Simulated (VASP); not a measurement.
Cu, 1 atom in the cell. The structure is cubic, space group Fm-3m (No. 225). Conventional cell: a = 3.663 Å, b = 3.663 Å, c = 3.663 Å, α = 90.00°, β = 90.00°, γ = 90.00°. Cu (site symmetry m-3m) has 12 Cu at 2.59 Å within 3.4 Å. 

| Item | Value |
| --- | --- |
| Program | VASP 6.6.1 |
| Task | single point |
| Functional | r2SCAN |
| Dispersion | rVV10 |
| Potentials or basis | VASP PAW PBE potentials, release 64 (Cu) |
| Cutoff | 520 eV |
| k mesh | 13 × 13 × 13 |
| Occupations | fermi-dirac, width 0.05 eV |
| Spin | no spin polarisation |
| Dipole correction | no |
| Further INCAR settings | ALGO = Normal; EDIFF = 1e-06; NBANDS = 12 |

Potentials or basis: VASP PAW PBE potentials, release 64 (Cu).

The run is started by

```bash
$ cat potpaw_PBE.64/Cu/POTCAR > POTCAR
$ cp INCAR.step1 INCAR
$ mpirun -np 1 vasp_std > vasp.out
$ cp INCAR.step2 INCAR
$ mpirun -np 1 vasp_std > vasp.out
```

Hardware: 1 thread of AMD EPYC 7R13, on a shared host.

Estimate the wall time of this run.

Run time: 96 s on 1 thread of AMD EPYC 7R13, with other jobs on the host, peak memory 0.15 GiB. Counts: k points 84.
